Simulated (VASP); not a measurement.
SrCl2, 3 atoms in the cell. Symmetry: Fm-3m, No. 225, cubic system. The conventional cell has a = 7.069 Å, b = 7.069 Å, c = 7.069 Å, α = 90.00°, β = 90.00°, γ = 90.00°. Within 4.0 Å of Sr (site symmetry m-3m) lie 8 Cl at 3.06 Å. Cl (site symmetry -43m) has 4 Sr at 3.06 Å and 6 Cl at 3.53 Å within 4.0 Å. 

- Program: VASP 6.6.1
- Task: single point
- Functional: LDA
- Potentials or basis: VASP PAW LDA potentials, release 64 (Sr_sv, Cl)
- Cutoff: 520 eV
- k mesh: 7 × 7 × 7
- Occupations: fermi-dirac, width 0.05 eV
- Spin: no spin polarisation
- Dipole correction: no
- Further INCAR settings: ALGO = Normal; EDIFF = 1e-07; NBANDS = 19

Potentials or basis: VASP PAW LDA potentials, release 64 (Sr_sv, Cl).

The run is started by

```console
$ cat potpaw_LDA.64/Sr_sv/POTCAR potpaw_LDA.64/Cl/POTCAR > POTCAR
$ mpirun -np 1 vasp_std > vasp.out
```

Hardware: 1 thread of Intel(R) Xeon(R) Platinum 8375C CPU @ 2.90GHz (Ice Lake) (shared host).

Task: Estimate the wall time of this run.

Result: Run time: 33 s on 1 thread of Intel(R) Xeon(R) Platinum 8375C CPU @ 2.90GHz (Ice Lake) (shared host), peak memory 0.2 GiB. Counts: scf iterations 14, k points 20.
